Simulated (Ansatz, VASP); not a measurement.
# One calculation of BP, two programs

```xyz
2
Lattice="2.2229 2.2229 0.0000 -2.2229 2.2229 0.0000 0.0000 2.2229 2.2869" Properties=species:S:1:pos:R:3 pbc="T T T"
B     0.0000    0.0000    0.0000
P     1.1114    3.3343    1.1434
```

Change from the starting cell: film at in-plane strain -0.02.

Alike in both runs: task single point; functional r2SCAN; k mesh 8 × 8 × 8; no spin polarisation.

|  | VASP | Ansatz |
| --- | --- | --- |
| version | VASP 6.6.1 | Ansatz 0.2.0 |
| potentials or method | VASP PAW PBE potentials, release 64 (B, P) | PAW with Ansatz's default frozen-core files, scalar-relativistic |
| plane-wave cutoff (eV) | 520 | 500 |
| occupations | gaussian, width 0.01 eV | fixed |
| valence electrons in the cell | 8 | 8 |

|  | VASP | Ansatz | Ansatz less VASP |
| --- | --- | --- | --- |
| gap on the k mesh at the Fermi level (eV) | 1.21 | 1.18 | -0.029 |
| pressure (GPa) | 5.3 | 5.8 | +0.54 |
| traceless stress, the component that is largest in VASP (GPa) | -5.84 | -5.81 | +0.027 |

VASP's potentials were made for PBE, not for r2SCAN.
